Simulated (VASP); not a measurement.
Set up this calculation in VASP 6.6.1, as the native input.

* Task: single point
* Functional: PBE
* Potentials or basis: VASP PAW PBE potentials, release 64 (Sb)
* Cutoff: 520 eV
* k mesh: 13 × 13 × 7
* Occupations: fermi-dirac, width 0.05 eV
* Spin: no spin polarisation
* Dipole correction: no
* Further INCAR settings: ALGO = Normal; EDIFF = 1e-06; NBANDS = 12

The structure of Sb lies in POSCAR:

```
Sb
1.0
    3.4216234127      0.0000000000      0.0000000000
   -1.7108117063      2.9632127976      0.0000000000
    0.0000000000      0.0000000000      5.2503643077
Sb
2
Direct
    0.3333333333      0.6666666667      0.2500000000
    0.6666666667      0.3333333333      0.7500000000
```

This isn't the form of Sb at room conditions, which is rhombohedral.

These files were run (other wordings do the same):

INCAR

```
ALGO = Normal ; EDIFF = 1E-6
ENCUT = 520 ; GGA = PE
ISIF = 2 ; ISMEAR = -1
LASPH = T ; LCHARG = F
LREAL = F ; LWAVE = F
NBANDS = 12 ; NELM = 80
PREC = Accurate ; SIGMA = 0.05
```

KPOINTS

```
k-points
0
Gamma
  13 13 7
```

Potentials or basis: VASP PAW PBE potentials, release 64 (Sb).

Launch:

```sh
$ cat potpaw_PBE.64/Sb/POTCAR > POTCAR
$ mpirun -np 1 vasp_std > vasp.out
```

Results of the run:

| Item | Value |
| --- | --- |
| Pressure | 1.7 GPa |
| Band gap on the k mesh | zero (bands 5 and 6 overlap by 6.30 eV) |

Caveat: spin-orbit coupling is left out, which moves the levels of the heavy elements.

Wall time 72 s on 1 thread of Intel Xeon 8259CL (shared host), peak memory 0.2 GiB.
